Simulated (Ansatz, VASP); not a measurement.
One calculation of Ti2NbC3, two programs

```xyz
6
Lattice="5.2023 0.0000 0.0000 -2.6012 4.5054 0.0000 0.0000 0.0000 2.9471" Properties=species:S:1:pos:R:3 pbc="T T T"
Ti    2.6012    1.5018    0.0000
Ti    0.0000    3.0036    0.0000
Nb    0.0000    0.0000    0.0000
C     2.6012    0.0000    1.4735
C     1.3006    2.2527    1.4735
C    -1.3006    2.2527    1.4735
```

Change from the starting cell: species swapped into the CeAl3Pd2 type (P6/mmm, No. 191).

Alike in both runs: functional PBE; k mesh 6 × 6 × 4; occupations gaussian, width 0.1 eV; no spin polarisation.

Ansatz relaxed the structure, and its values are those at the end. VASP's run is a single point on that final structure, the one shown.

|  | VASP | Ansatz |
| --- | --- | --- |
| version | VASP 6.6.1 | Ansatz 0.2.0 |
| potentials or method | VASP PAW PBE potentials, release 64 (Ti_sv, Nb_sv, C), cutoff 520 eV | scalar-relativistic, plane waves, PAW |
| valence electrons in the cell | 49 | 49 |

|  | VASP | Ansatz | Ansatz less VASP |
| --- | --- | --- | --- |
| gap on the k mesh at the Fermi level (eV) | none | none | - |
| pressure (GPa) | 0.1 | 0.1 | -0.01 |

A gap of «none» marks a metal or a gap that the smearing closes.

The k mesh is coarse, so the values compare programs but aren't converged.
